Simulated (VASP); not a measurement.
TaN:

```
Ta N
1.0
     0.00000    2.19812    2.19812
     2.19812    0.00000    2.19812
     2.19812    2.19812    0.00000
Ta N
1 1
Cartesian
  0.0000 0.0000 0.0000
  2.1981 2.1981 2.1981
```

Base run:

| Quantity | Value |
| --- | --- |
| Program | VASP 6.6.1 |
| Functional | r2SCAN |
| Potentials or basis | VASP PAW PBE potentials, release 64 (Ta_pv, N) |
| Cutoff | 520 eV |
| k mesh | 16 × 16 × 16 |
| Occupations | gaussian, width 0.1 eV |
| Spin | no spin polarisation |

Its results: band gap on the k mesh zero (band 8 reaches 11.55 eV, above the bottom of band 9 at 7.45 eV); pressure 2.0 GPa.

Question: The run is repeated on the same cell with these changes: potentials or basis from VASP PAW PBE potentials, release 64 (Ta_pv, N) to VASP PAW PBE potentials, release 64 (Ta_sv_GW, N); cutoff from 520 eV to 660 eV; further incar settings from ALGO = Normal; EDIFF = 1e-07; NBANDS = 15 to ALGO = Normal; EDIFF = 1e-06; NBANDS = 16; valence electrons from 16 to 18. What comes out?

Answer: Band gap on the k mesh zero (band 9 reaches 15.82 eV, above the bottom of band 10 at 11.73 eV); pressure 0.0 GPa.

Caveats: the PAW data sets were made with another functional, which shifts forces and pressure a little; spin-orbit coupling is left out, which moves the levels of the heavy elements.
